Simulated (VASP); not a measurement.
# ZnS (P3m1) in VASP: notebook

Runs on ZnS. Level: PBE. Tasks: single point.

Program: VASP 6.6.1. These are calculated values, not measurements. Logs are shortened: lines on timing, memory, paths and dates and some standing lists are left out, and cuts for length are marked.

### Step 1. The cell of the first run

Symmetry: P3m1, No. 156, trigonal system. Conventional cell: a = 3.728 Å, b = 3.728 Å, c = 24.395 Å, α = 90.00°, β = 90.00°, γ = 120.00°. Within 3.0 Å of Zn (site symmetry 3m) lie 4 S at 2.28 Å. Zn (site symmetry 3m) has 4 S at 2.28 Å within 3.0 Å. Zn (site symmetry 3m) has 4 S at 2.28 Å within 3.0 Å. Zn (site symmetry 3m) has 4 S at 2.29 Å within 3.0 Å. Within 3.0 Å of Zn (site symmetry 3m) lie 4 S at 2.29 Å. Zn (site symmetry 3m) has 4 S at 2.28 Å within 3.0 Å. Zn (site symmetry 3m) has 4 S at 2.28 Å within 3.0 Å. Zn (site symmetry 3m) has 4 S at 2.28 Å within 3.0 Å.

### Step 2. Single point, PBE (18.35 Å³/atom)

File INCAR:

```
PREC     = Accurate       # precision mode
ENCUT    = 520            # plane-wave cutoff, eV
EDIFF    = 1E-6           # SCF threshold, eV
ISMEAR   = 0              # smearing method
SIGMA    = 0.02           # smearing width, eV
LREAL    = Auto         
LASPH    = T              # aspherical terms in the spheres
NELM     = 60             # most SCF steps
ALGO     = Normal         # electronic algorithm
ISIF     = 2              # what is computed and relaxed
LWAVE    = F              # write WAVECAR
LCHARG   = T              # write CHGCAR
GGA      = PE             # functional
LELF     = T              # ELF
LVHAR    = T            
NBANDS   = 86             # bands
```

File KPOINTS:

```
Automatic mesh
0
Gamma
  9 9 2
```

File POSCAR:

```
ZnS
1.0
    3.7282249156      0.0000000000      0.0000000000
   -1.8641124578      3.2287374879      0.0000000000
    0.0000000000      0.0000000000     24.3951925468
Zn S
8 8
Direct
    0.3333333333      0.6666666667      0.1252077999
    0.0000000000      0.0000000000      0.0003359986
    0.6666666667      0.3333333333      0.6248051250
    0.6666666667      0.3333333333      0.8752304601
    0.0000000000      0.0000000000      0.7498938195
    0.3333333333      0.6666666667      0.4999123449
    0.0000000000      0.0000000000      0.3750106633
    0.6666666667      0.3333333333      0.2501088431
    0.6666666667      0.3333333333      0.3437506067
    0.6666666667      0.3333333333      0.7184365921
    0.3333333333      0.6666666667      0.2188487754
    0.0000000000      0.0000000000      0.8436940816
    0.6666666667      0.3333333333      0.9690097082
    0.0000000000      0.0000000000      0.0939502541
    0.3333333333      0.6666666667      0.5935534195
    0.0000000000      0.0000000000      0.4686525082
```

Potentials or basis: VASP PAW PBE potentials, release 64 (Zn, S).

Launch:

```
> cat potpaw_PBE.64/Zn/POTCAR potpaw_PBE.64/S/POTCAR > POTCAR
> mpirun -np 1 vasp_std > vasp.out
```

OUTCAR:

```text
PREC = Accurate
   ENCUT = 520
   EDIFF = 1E-6
   ISMEAR = 0
   LREAL = Auto
   LASPH = T
   NELM = 60
   ISIF = 2
   GGA = PE

 ion  position               nearest neighbor table
   1  0.333  0.667  0.125-  14 2.28  14 2.28  14 2.28  11 2.28
   2  0.000  0.000  0.000-  14 2.28  13 2.28  13 2.28  13 2.28
   3  0.667  0.333  0.625-  15 2.28  15 2.28  15 2.28  10 2.28
   4  0.667  0.333  0.875-  12 2.29  12 2.29  12 2.29  13 2.29
   5  0.000  0.000  0.750-  10 2.29  10 2.29  10 2.29  12 2.29
   6  0.333  0.667  0.500-  16 2.28  16 2.28  16 2.28  15 2.28
[... 8 lines left out ...]
  15  0.333  0.667  0.594-   3 2.28   3 2.28   3 2.28   6 2.28
  16  0.000  0.000  0.469-   6 2.28   6 2.28   6 2.28   7 2.28

  LATTYP: Found a hexagonal cell.
 ALAT       =     3.7282249156
 C/A-ratio  =     6.5433800533

  Lattice vectors:

 A1 = (   3.7282249156,   0.0000000000,   0.0000000000)
 A2 = (  -1.8641124578,   3.2287374879,   0.0000000000)
 A3 = (   0.0000000000,   0.0000000000,  24.3951925468)

Analysis of symmetry for initial positions (statically):
=====================================================================
 Subroutine PRICEL returns:
 Original cell was already a primitive cell.

 Routine SETGRP: Setting up the symmetry group for a
 hexagonal supercell.

 Subroutine GETGRP returns: Found  6 space group operations
 (whereof  6 operations were pure point group operations)
 out of a pool of 24 trial point group operations.

The static configuration has the point symmetry C_3v.

Analysis of symmetry for dynamics (positions and initial velocities):
=====================================================================
 Subroutine PRICEL returns:
 Original cell was already a primitive cell.

 Routine SETGRP: Setting up the symmetry group for a
 hexagonal supercell.

 Subroutine GETGRP returns: Found  6 space group operations
 (whereof  6 operations were pure point group operations)
 out of a pool of 24 trial point group operations.

The dynamic configuration has the point symmetry C_3v.

 Subroutine INISYM returns: Found  6 space group operations
 (whereof  6 operations are pure point group operations),
 and found     1 'primitive' translations

----------------------------------------------------------------------------------------

                                     Primitive cell

  volume of cell :     293.6561

  direct lattice vectors                    reciprocal lattice vectors
     3.728224916  0.000000000  0.000000000     0.268224161  0.154859292  0.000000000
    -1.864112458  3.228737488  0.000000000     0.000000000  0.309718583  0.000000000
     0.000000000  0.000000000 24.395192547     0.000000000  0.000000000  0.040991683

  length of vectors
     3.728224916  3.728224916 24.395192547     0.309718583  0.309718583  0.040991683

  position of ions in fractional coordinates (direct lattice)
     0.333333333  0.666666667  0.125207800
     0.000000000  0.000000000  0.000335999
     0.666666667  0.333333333  0.624805125
     0.666666667  0.333333333  0.875230460
     0.000000000  0.000000000  0.749893820
     0.333333333  0.666666667  0.499912345
[... 8 lines left out ...]
     0.333333333  0.666666667  0.593553419
     0.000000000  0.000000000  0.468652508

  ion indices of the primitive-cell ions
   primitive index   ion index
                 1           1
                 2           2
                 3           3
                 4           4
                 5           5
                 6           6
[... 8 lines left out ...]
                15          15
                16          16

----------------------------------------------------------------------------------------

 KPOINTS: Automatic mesh

Automatic generation of k-mesh.
 Grid dimensions read from file:
 generate k-points for:    9    9    2

 Generating k-lattice:

  Cartesian coordinates                     Fractional coordinates (reciprocal lattice)
     0.029802685  0.017206588  0.000000000     0.111111111 -0.000000000  0.000000000
     0.000000000  0.034413176  0.000000000     0.000000000  0.111111111  0.000000000
     0.000000000  0.000000000  0.020495842     0.000000000  0.000000000  0.500000000

  Length of vectors
     0.034413176  0.034413176  0.020495842

  Shift w.r.t. Gamma in fractional coordinates (k-lattice)
     0.000000000  0.000000000  0.000000000

 Subroutine IBZKPT returns following result:
 ===========================================

 Found     24 irreducible k-points:

 Following reciprocal coordinates:
            Coordinates               Weight
  0.000000  0.000000  0.000000      1.000000
  0.111111 -0.000000  0.000000      6.000000
  0.222222  0.000000  0.000000      6.000000
  0.333333  0.000000  0.000000      6.000000
  0.444444  0.000000  0.000000      6.000000
  0.111111  0.111111  0.000000      6.000000
[... 16 lines left out ...]
  0.333333  0.222222  0.500000     12.000000
  0.333333  0.333333  0.500000      2.000000
   k-points           NKPTS =     24   k-points in BZ     NKDIM =     24   number of bands    NBANDS=     86
   number of dos      NEDOS =    301   number of ions     NIONS =     16
   total plane-waves  NPLWV = 150528
   dimension x,y,z NGX =    28 NGY =   28 NGZ =  192
   dimension x,y,z NGXF=    56 NGYF=   56 NGZF=  384
   ions per type =               8   8
   NGX,Y,Z   is equivalent  to a cutoff of  12.49, 12.49, 13.08 a.u.
   NGXF,Y,Z  is equivalent  to a cutoff of  24.97, 24.97, 26.17 a.u.
 SYSTEM =  unknown system
   PREC   = accura    normal or accurate (medium, high low for compatibility)
   ISTART =      0    job   : 0-new  1-cont  2-samecut
   ICHARG =      2    charge: 1-file 2-atom 10-const
   ISPIN  =      1    spin polarized calculation?
   LNONCOLLINEAR =      F non collinear calculations
   LSORBIT =      F    spin-orbit coupling
   LASPH  =      T    aspherical Exc in radial PAW
   ENCUT  =  520.0 eV  38.22 Ry    6.18 a.u.   6.93  6.93 45.36*2*pi/ulx,y,z
   NELM   =     60;   NELMIN=  2; NELMDL= -5     # of ELM steps
   EDIFF  = 0.1E-05   stopping-criterion for ELM
   LREAL  =      T    real-space projection
   EDIFFG = 0.1E-04   stopping-criterion for IOM
   NSW    =      0    number of steps for IOM
   IBRION =     -1    ionic relax: 0-MD 1-quasi-New 2-CG
   NFREE  =      0    steps in history (QN), initial steepest desc. (CG)
   ISIF   =      2    stress and relaxation
   ISYM   =      2    0-nonsym 1-usesym 2-fastsym
   POTIM  = 0.5000    time-step for ionic-motion
   TEBEG  =    0.0;   TEEND  =   0.0 temperature during run
   PSTRESS=    0.0 pullay stress
   NELECT =     144.0000    total number of electrons
   NUPDOWN=      -1.0000    fix difference up-down
   EMIN   =  10.00;   EMAX   =-10.00  energy-range for DOS
   EFERMI =   0.00;   METHOD = LEGACY
   ISMEAR =     0;   SIGMA  =   0.02  broadening in eV -4-tet -1-fermi 0-gaus
   EFERMI_NEDOS =   21; number of points for ismear=-14 and -15
   IALGO  =     38    algorithm
   IMIX   =      4    mixing-type and parameters
     AMIX     =   0.40;   BMIX     =  1.00
     AMIX_MAG =   1.60;   BMIX_MAG =  1.00
  volume/ion in A,a.u.               =      18.35       123.86
  Fermi-wavevector in a.u.,A,eV,Ry     =   1.290969  2.439579 22.675498  1.666602
  Thomas-Fermi vector in A             =   2.422768
   LORBIT       =      0    0 simple, 1 ext, 2 COOP (PROOUT), +10 PAW based schemes
   GGA     = PE    functional components
   LHFCALC =     F    Hartree Fock is set to
   AEXX    =    0.0000 exact exchange contribution
   IVDW    =     0    specifies the selected vdW correction
   LEPSILON=     F    determine dielectric tensor
   LRPA    =     F    only Hartree local field effects (RPA)
 non-spin polarized calculation
 Gauss-broadening in eV      SIGMA  =   0.02
  energy-cutoff  :      520.00
  volume of cell :      293.66
 maximum number of plane-waves:      7946
 NGX is ok and might be reduce to    28
   NGX = 13   NGY = 13   NGZ = 91

 number of electron     143.9999998 magnetization

 Free energy of the ion-electron system (eV)
  ---------------------------------------------------
  ext. energy  EPLUGINS =         0.00000000
  ---------------------------------------------------
  free energy    TOTEN  =       -54.10643032 eV

  energy without entropy =      -54.10643032  energy(sigma->0) =      -54.10643032

 E-fermi :   2.9596     XC(G=0):  -9.9726

 val. band max:        2.8167583491   @ k =   0.0000   0.0000   0.0000
 cond. band min:       5.2705165761   @ k =   0.0000   0.0000   0.0000
 fundamental gap:      2.4537582270
 Fermi energy:         2.9596462903

 k-point     1 :       0.0000    0.0000    0.0000
  band No.  band energies     occupation
      1     -10.8641      2.00000
      2     -10.7344      2.00000
      3     -10.7285      2.00000
      4     -10.3839      2.00000
      5     -10.3837      2.00000
      6      -9.9868      2.00000
[... 76 lines left out ...]
     83       9.1094      0.00000
     84       9.1094      0.00000

 k-point     2 :       0.1111   -0.0000    0.0000
  band No.  band energies     occupation
      1     -10.7704      2.00000
      2     -10.6446      2.00000
      3     -10.6387      2.00000
      4     -10.3066      2.00000
      5     -10.3045      2.00000
      6      -9.9252      2.00000
[... 1903 lines left out ...]
     83       8.7738      0.00000
     84       8.8784      0.00000

 k-point    24 :       0.3333    0.3333    0.5000
  band No.  band energies     occupation
      1      -9.5321      2.00000
      2      -9.5313      2.00000
      3      -9.5309      2.00000
      4      -9.5304      2.00000
      5      -9.5299      2.00000
      6      -9.5294      2.00000
[... 76 lines left out ...]
     83       9.3098      0.00000
     84       9.3099      0.00000
 [bands above 84 left out]

------------------------ aborting loop because EDIFF is reached ----------------------------------------

  FORCE on cell =-STRESS in cart. coord.  units (eV):
  Direction    XX          YY          ZZ          XY          YZ          ZX
  --------------------------------------------------------------------------------------
  -------------------------------------------------------------------------------------
  Total       15.2053769     15.2053769     15.1549045     -0.0000000      0.0000000      0.0000000
  in kB       82.9599879     82.9599879     82.6846124     -0.0000000      0.0000000      0.0000000
  external PRESSURE =      82.8681961 kB  Pullay stress =       0.0000000 kB

 VOLUME and BASIS-vectors are now :
 -----------------------------------------------------------------------------
  energy-cutoff  :      520.00
  volume of cell :      293.66
      direct lattice vectors                 reciprocal lattice vectors
     3.728224916  0.000000000  0.000000000     0.268224161  0.154859292  0.000000000
    -1.864112458  3.228737488  0.000000000     0.000000000  0.309718583  0.000000000
     0.000000000  0.000000000 24.395192547     0.000000000  0.000000000  0.040991683

 POSITION                                       TOTAL-FORCE (eV/Angst)
 -----------------------------------------------------------------------------------
     -0.00000      2.15249      3.05447         0.000000     -0.000000      0.002525
      0.00000      0.00000      0.00820         0.000000     -0.000000      0.007917
      1.86411      1.07625     15.24224        -0.000000     -0.000000      0.003300
      1.86411      1.07625     21.35142         0.000000     -0.000000      0.010158
      0.00000      0.00000     18.29380         0.000000     -0.000000      0.004675
     -0.00000      2.15249     12.19546        -0.000000      0.000000      0.002723
[... 8 lines left out ...]
     -0.00000      2.15249     14.47985        -0.000000     -0.000000     -0.003259
      0.00000      0.00000     11.43287         0.000000     -0.000000     -0.004408
 -----------------------------------------------------------------------------------
    total drift:                               -0.000013      0.000001      0.006894

  FREE ENERGIE OF THE ION-ELECTRON SYSTEM (eV)
  ---------------------------------------------------
  free  energy   TOTEN  =       -54.1064303197 eV

  energy  without entropy=      -54.1064303197  energy(sigma->0) =      -54.10643032
```

Wall time 23 min (1 thread of Intel Xeon 6975P-C (Granite Rapids), shared host); peak memory 0.59 GiB.

What came out:

```yaml
Free_energy: -54.1064 eV
Pressure: 8.3 GPa
Largest_force: 0.010 eV/Å
Band_gap_on_the_k_mesh: 2.45 eV
```

Forces on the atoms (eV/Å):
```
Zn   0.000  0.000  0.003
Zn   0.000  0.000  0.008
Zn   0.000  0.000  0.003
Zn   0.000  0.000  0.010
Zn   0.000  0.000  0.005
Zn   0.000  0.000  0.003
Zn   0.000  0.000  0.003
Zn   0.000  0.000  0.004
S    0.000  0.000 -0.003
S    0.000  0.000 -0.004
S    0.000  0.000 -0.003
S    0.000  0.000 -0.008
S    0.000  0.000 -0.009
S    0.000  0.000 -0.003
S    0.000  0.000 -0.003
S    0.000  0.000 -0.004
```

Caveat: the cell stands under pressure; an odd mesh through Γ misses points on the zone boundary, where band edges can lie.

[end of part 1 of 2]
